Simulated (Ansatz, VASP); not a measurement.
## Sn: VASP beside Ansatz

File POSCAR:

```
Sn
1.0
   -2.9004039564      2.9004039564      1.5776871502
    2.9004039564     -2.9004039564      1.5776871502
    2.9004039564      2.9004039564     -1.5776871502
Sn
2
Direct
    0.7500000000      0.2500000000      0.5000000000
    0.0000000000      0.0000000000      0.0000000000
```

File INCAR.step1:

```
SYSTEM = Sn
PREC = Accurate
ENCUT = 520
ISMEAR = -1
SIGMA = 0.05
LREAL = .False.
LASPH = .True.
NELM = 80
NBANDS = 21
GGA = PE
ALGO = Normal
EDIFF = 1E-4
LWAVE = .True.
LCHARG = .False.
```

The input INCAR.step2:

```
SYSTEM = Sn
PREC = Accurate
ENCUT = 520
EDIFF = 1E-8
ISMEAR = -1
SIGMA = 0.05
LREAL = .False.
LASPH = .True.
NELM = 80
ALGO = Normal
ISIF = 2
LWAVE = .False.
LCHARG = .False.
METAGGA = R2SCAN
LMIXTAU = .True.
LEFG = .True.
NBANDS = 21
ISTART = 1
```

Contents of KPOINTS:

```
regular mesh
0
Gamma
  12 12 12
  0 0 0
```

Input for Ansatz:

```yaml
crystal:
  lattice:
    - [-2.9004039564, 2.9004039564, 1.5776871502]
    - [2.9004039564, -2.9004039564, 1.5776871502]
    - [2.9004039564, 2.9004039564, -1.5776871502]
  atoms:
    - { symbol: Sn, position: [0.75, 0.25, 0.5] }
    - { symbol: Sn, position: [0.0, 0.0, 0.0] }
kpoints:
  mp_grid: { grid: [12, 12, 12] }
scf:
  occupations: { method: fermi_dirac, width: 0.05 }
hamiltonian:
  xc: r2scan
  pseudopotentials: { kind: all_electron, datasets: crystal }
output:
  forces: true
  stress: true
  eigenvalues: true
  efg: { contact_densities: true }
```

Change from the starting cell: volume scaled by 0.96, crystal datasets.

Alike in both runs: task electric field gradients; functional r2SCAN; k mesh 12 × 12 × 12; occupations fermi-dirac, width 0.05 eV; no spin polarisation.

```csv
,VASP,Ansatz
version,VASP 6.6.1,Ansatz 0.2.0
potentials or method,"VASP PAW PBE potentials, release 64 (Sn_d), cutoff 520 eV","all-electron PAW with datasets made for the crystal, scalar-relativistic"
```

```tsv
	VASP	Ansatz	Ansatz less VASP
pressure (GPa)	2.2	2.3	+0.03
traceless stress, the component that is largest in VASP (GPa)	-0.14	-0.15	-0.001
size of Vzz on the site where it differs most (V/Å²)	42.3	45.6	+3.24
```

VASP's potentials were made for PBE, not for r2SCAN. Ansatz ran all-electron here, and VASP with PAW potentials.
